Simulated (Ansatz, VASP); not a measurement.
# One calculation of MgO, two programs

```
Mg O
1.0
    -0.00003   -2.10701   -2.10718
    -2.10705    0.00001   -2.10723
     2.10715    2.10724   -4.21457
Mg O
2 2
Direct
  0.99988 0.99999 0.00001
  0.49993 0.49999 0.50000
  0.75009 0.75004 0.74997
  0.25011 0.24998 0.25001
```

Change from the starting cell: atom 1 moved 0.06 Å; relaxed back.

Alike in both runs: functional PBEsol; k mesh 12 × 12 × 8; occupations gaussian, width 0.05 eV; no spin polarisation.

Ansatz relaxed the structure, and its values are those at the end. VASP's run is a single point on that final structure, the one shown.

```csv
,VASP,Ansatz
version,VASP 6.6.1,Ansatz 0.2.0
potentials or method,"VASP PAW PBE potentials, release 64 (Mg, O), cutoff 520 eV","scalar-relativistic, plane waves, PAW"
valence electrons in the cell,16,32
```

|  | VASP | Ansatz | Ansatz less VASP |
| --- | --- | --- | --- |
| gap on the k mesh at the Fermi level (eV) | 4.62 | 4.62 | 0.000 |
| least direct gap on the mesh (eV) | 4.62 | 4.62 | 0.000 |
| pressure (GPa) | -0.5 | 0.0 | +0.50 |

VASP's potentials were made for PBE, not for PBEsol. VASP's potentials hold 16 valence electrons a cell and Ansatz's 32, so a difference there can come from the potentials and not from the codes.
